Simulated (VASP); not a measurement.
# NaCl (Pm-3m) in VASP: further runs, part 3 of 3

VASP 6.6.1. The steps go on from the part before.

### 6 Electric field gradients, r2SCAN (12.16 Å³/atom)

This run uses another cell than the first one, of 12.16 Å³/atom.

Input file POSCAR:

```
NaCl
1.0
    2.8976358949      0.0000000000      0.0000000000
    0.0000000000      2.8976358949      0.0000000000
    0.0000000000      0.0000000000      2.8976358949
Na Cl
1 1
Direct
    0.0000000000      0.0000000000      0.0000000000
    0.5000000000      0.5000000000      0.5000000000
```

Input file INCAR.step1:

```
SYSTEM = NaCl
PREC = Accurate
ENCUT = 440
ISMEAR = -1
SIGMA = 0.02
LREAL = .FALSE.
LASPH = .TRUE.
NELM = 120
NBANDS = 14
GGA = PE
ALGO = Normal
EDIFF = 1E-5
LWAVE = .TRUE.
LCHARG = .FALSE.
GGA_COMPAT = .FALSE.
```

Input file INCAR.step2:

```
SYSTEM = NaCl
PREC = Accurate
ENCUT = 440
EDIFF = 1E-8
ISMEAR = -1
SIGMA = 0.02
LREAL = .FALSE.
LASPH = .TRUE.
NELM = 120
ALGO = Normal
ISIF = 2
LWAVE = .FALSE.
LCHARG = .FALSE.
METAGGA = R2SCAN
LMIXTAU = .TRUE.
LEFG = .TRUE.
NBANDS = 14
ISTART = 1
GGA_COMPAT = .FALSE.
```

Input file KPOINTS:

```
regular mesh
0
G
  8 8 8
  0 0 0
```

Potentials or basis: VASP PAW PBE potentials, release 64 (Na_pv, Cl).

Started as:

```bash
$ cat potpaw_PBE.64/Na_pv/POTCAR potpaw_PBE.64/Cl/POTCAR > POTCAR
$ cp INCAR.step1 INCAR
$ mpirun -np 1 vasp_std > vasp.out
$ cp INCAR.step2 INCAR
$ mpirun -np 1 vasp_std > vasp.out
```

OUTCAR:

```text
SYSTEM = NaCl
   PREC = Accurate
   ENCUT = 440
   EDIFF = 1E-8
   ISMEAR = -1
   LREAL = .FALSE.
   LASPH = .TRUE.
   NELM = 120
   ISIF = 2
   METAGGA = R2SCAN
   ISTART = 1

 ion  position               nearest neighbor table
   1  0.000  0.000  0.000-   2 2.51   2 2.51   2 2.51   2 2.51   2 2.51   2 2.51   2 2.51   2 2.51

   2  0.500  0.500  0.500-   1 2.51   1 2.51   1 2.51   1 2.51   1 2.51   1 2.51   1 2.51   1 2.51

  LATTYP: Found a simple cubic cell.
 ALAT       =     2.8976358949

  Lattice vectors:

 A1 = (   2.8976358949,   0.0000000000,   0.0000000000)
 A2 = (   0.0000000000,   2.8976358949,   0.0000000000)
 A3 = (   0.0000000000,   0.0000000000,   2.8976358949)

Analysis of symmetry for initial positions (statically):
=====================================================================
 Subroutine PRICEL returns:
 Original cell was already a primitive cell.

 Routine SETGRP: Setting up the symmetry group for a
 simple cubic supercell.

 Subroutine GETGRP returns: Found 48 space group operations
 (whereof 48 operations were pure point group operations)
 out of a pool of 48 trial point group operations.

The static configuration has the point symmetry O_h .

Analysis of symmetry for dynamics (positions and initial velocities):
=====================================================================
 Subroutine PRICEL returns:
 Original cell was already a primitive cell.

 Routine SETGRP: Setting up the symmetry group for a
 simple cubic supercell.

 Subroutine GETGRP returns: Found 48 space group operations
 (whereof 48 operations were pure point group operations)
 out of a pool of 48 trial point group operations.

The dynamic configuration has the point symmetry O_h .

 Subroutine INISYM returns: Found 48 space group operations
 (whereof 48 operations are pure point group operations),
 and found     1 'primitive' translations

----------------------------------------------------------------------------------------

                                     Primitive cell

  volume of cell :      24.3294

  direct lattice vectors                    reciprocal lattice vectors
     2.897635895  0.000000000  0.000000000     0.345108922  0.000000000  0.000000000
     0.000000000  2.897635895  0.000000000     0.000000000  0.345108922  0.000000000
     0.000000000  0.000000000  2.897635895     0.000000000  0.000000000  0.345108922

  length of vectors
     2.897635895  2.897635895  2.897635895     0.345108922  0.345108922  0.345108922

  position of ions in fractional coordinates (direct lattice)
     0.000000000  0.000000000  0.000000000
     0.500000000  0.500000000  0.500000000

  ion indices of the primitive-cell ions
   primitive index   ion index
                 1           1
                 2           2

----------------------------------------------------------------------------------------

 KPOINTS: regular mesh

Automatic generation of k-mesh.
 Grid dimensions read from file:
 generate k-points for:    8    8    8

 Generating k-lattice:

[... 82 lines left out ...]
  volume/ion in A,a.u.               =      12.16        82.09
  Fermi-wavevector in a.u.,A,eV,Ry     =   1.361676  2.573194 25.227389  1.854161
  Thomas-Fermi vector in A             =   2.488231
   LORBIT       =      0    0 simple, 1 ext, 2 COOP (PROOUT), +10 PAW based schemes
   METAGGA = R2SCAN    functional components
   LHFCALC =     F    Hartree Fock is set to
   AEXX    =    0.0000 exact exchange contribution
   IVDW    =     0    specifies the selected vdW correction
   LEPSILON=     F    determine dielectric tensor
   LRPA    =     F    only Hartree local field effects (RPA)
 non-spin polarized calculation
  energy-cutoff  :      440.00
  volume of cell :       24.33
 maximum number of plane-waves:       536
 NGX is ok and might be reduce to    20
   NGX =  9   NGY =  9   NGZ =  9

 number of electron      13.9999975 magnetization

 Free energy of the ion-electron system (eV)
  ---------------------------------------------------
  ext. energy  EPLUGINS =         0.00000000
  ---------------------------------------------------
  free energy    TOTEN  =       -11.74761903 eV

  energy without entropy =      -11.74761903  energy(sigma->0) =      -11.74761903

 E-fermi :   6.3333     XC(G=0): -11.8874

 val. band max:        5.8811671641   @ k =   0.5000   0.5000   0.0000
 cond. band min:      11.1056452044   @ k =   0.5000   0.5000   0.0000
 fundamental gap:      5.2244780402
 Fermi energy:         6.3332611852

 k-point     1 :       0.0000    0.0000    0.0000
  band No.  band energies     occupation
      1     -17.5176      2.00000
      2     -17.5176      2.00000
      3     -17.5176      2.00000
      4     -11.4070      2.00000
      5       4.6660      2.00000
      6       4.6660      2.00000
      7       4.6660      2.00000
      8      13.3231      0.00000
      9      13.3231      0.00000
     10      14.0750      0.00000
     11      24.3487      0.00000
     12      24.3487      0.00000
     13      24.3487      0.00000
     14      29.5100      0.00000
[... 377 lines left out ...]
      1     -17.7419      2.00000
      2     -17.6879      2.00000
      3     -17.4980      2.00000
      4      -9.1439      2.00000
      5       0.5266      2.00000
      6       1.2867      2.00000
      7       4.8884      2.00000
      8      12.0324      0.00000
      9      17.2904      0.00000
     10      17.7971      0.00000
     11      18.7140      0.00000
     12      23.9203      0.00000
     13      24.4297      0.00000
     14      28.3947      0.00000

 [... further k-points ...]

------------------------ aborting loop because EDIFF is reached ----------------------------------------

  FORCE on cell =-STRESS in cart. coord.  units (eV):
  Direction    XX          YY          ZZ          XY          YZ          ZX
  --------------------------------------------------------------------------------------
  -------------------------------------------------------------------------------------
  Total        8.1501521      8.1501521      8.1501521     -0.0000000     -0.0000000      0.0000000
  in kB      536.7163866    536.7163866    536.7163866     -0.0000000     -0.0000000      0.0000000
  external PRESSURE =     536.7163866 kB  Pullay stress =       0.0000000 kB

 VOLUME and BASIS-vectors are now :
 -----------------------------------------------------------------------------
  energy-cutoff  :      440.00
  volume of cell :       24.33
      direct lattice vectors                 reciprocal lattice vectors
     2.897635895  0.000000000  0.000000000     0.345108922  0.000000000  0.000000000
     0.000000000  2.897635895  0.000000000     0.000000000  0.345108922  0.000000000
     0.000000000  0.000000000  2.897635895     0.000000000  0.000000000  0.345108922

 POSITION                                       TOTAL-FORCE (eV/Angst)
 -----------------------------------------------------------------------------------
      0.00000      0.00000      0.00000         0.000000      0.000000      0.000000
      1.44882      1.44882      1.44882         0.000000      0.000000      0.000000
 -----------------------------------------------------------------------------------
    total drift:                               -0.000000      0.000000      0.000000

  FREE ENERGIE OF THE ION-ELECTRON SYSTEM (eV)
  ---------------------------------------------------
  free  energy   TOTEN  =       -11.7476190306 eV

  energy  without entropy=      -11.7476190306  energy(sigma->0) =      -11.74761903

 Electric field gradients (V/A^2)
---------------------------------------------------------------------
 ion       V_xx      V_yy      V_zz      V_xy      V_xz      V_yz
---------------------------------------------------------------------
   1       0.000     0.000     0.000    -0.000    -0.000     0.000
   2       0.000     0.000     0.000    -0.000    -0.000     0.000
---------------------------------------------------------------------

 Electric field gradients after diagonalization (V/A^2)
 (convention: |V_zz| > |V_xx| > |V_yy|)
----------------------------------------------------------------------
 ion       V_xx      V_yy      V_zz     asymmetry (V_yy - V_xx)/ V_zz
----------------------------------------------------------------------
   1       0.000     0.000     0.000      -0.472
   2       0.000     0.000     0.000      -0.665
----------------------------------------------------------------------

           NMR quadrupolar parameters

 Cq : quadrupolar parameter    Cq=e*Q*V_zz/h
 eta: asymmetry parameters     (V_yy - V_xx)/ V_zz
 Q  : nuclear electric quadrupole moment in mb (millibarn)
----------------------------------------------------------------------
 ion       Cq(MHz)       eta       Q (mb)
----------------------------------------------------------------------
   1       0.000      -0.472       1.000
   2       0.000      -0.665       1.000
----------------------------------------------------------------------
```

It took 72 s on 1 thread of AMD EPYC 7R43 (Zen 3), shared host; peak memory 0.09 GiB.

What came out:

* Free energy: -11.7476 eV
* Pressure: 53.7 GPa
* Band gap on the k mesh: 5.22 eV
* Largest electric field gradient by atom: zero within the noise of the run

Levels at points of the mesh, in eV from the valence-band top:
| k point | band 3 | band 4 | band 5 | band 6 | band 7 | band 8 | band 9 | band 10 | band 11 | band 12 |
| --- | --- | --- | --- | --- | --- | --- | --- | --- | --- | --- |
| (0.00, 0.00, 0.00) | -23.40 | -17.29 | -1.22 | -1.22 | -1.22 | 7.44 | 7.44 | 8.19 | 18.47 | 18.47 |
| (0.50, 0.00, 0.00) | -23.37 | -15.78 | -6.63 | -0.76 | -0.76 | 10.06 | 10.10 | 13.53 | 13.53 | 14.61 |
| (0.50, 0.50, 0.00) | -23.34 | -15.03 | -5.20 | -5.20 | 0.00 | 5.22 | 11.49 | 13.45 | 13.45 | 16.51 |
| (0.50, 0.50, 0.50) | -23.55 | -13.88 | -4.65 | -4.65 | -4.65 | 7.12 | 7.12 | 7.12 | 18.15 | 24.06 |

Caveat: the cell stands under pressure; the PAW data sets were made with another functional, which shifts forces and pressure a little.

### 7 Overview

| level | cell | cutoff (eV) | gap on the mesh (eV) | pressure (GPa) |
| --- | --- | --- | --- | --- |
| PBE | a = 2.879 Å, 2 atoms | 400 | 4.49 | 60.0 |
| PBE | a = 2.860 Å, 2 atoms | 400 | 4.42 | 64.9 |
| PBE | a = 2.888 Å, 2 atoms | 400 | 4.53 | 57.6 |
| r2SCAN | a = 2.860 Å, 2 atoms | 440 | 5.08 | 62.8 |
| r2SCAN | a = 2.898 Å, 2 atoms | 440 | 5.22 | 53.7 |

Alike in all rows: task electric field gradients; potentials or basis VASP PAW PBE potentials, release 64 (Na_pv, Cl); no spin polarisation; k mesh 8 × 8 × 8; smearing fermi-dirac 0.02 eV.

Caveats: the cell stands under pressure; the PAW data sets were made with another functional, which shifts forces and pressure a little (at least some runs).

Total energies depend on the potentials used, so only differences within one code and one set of settings carry meaning.
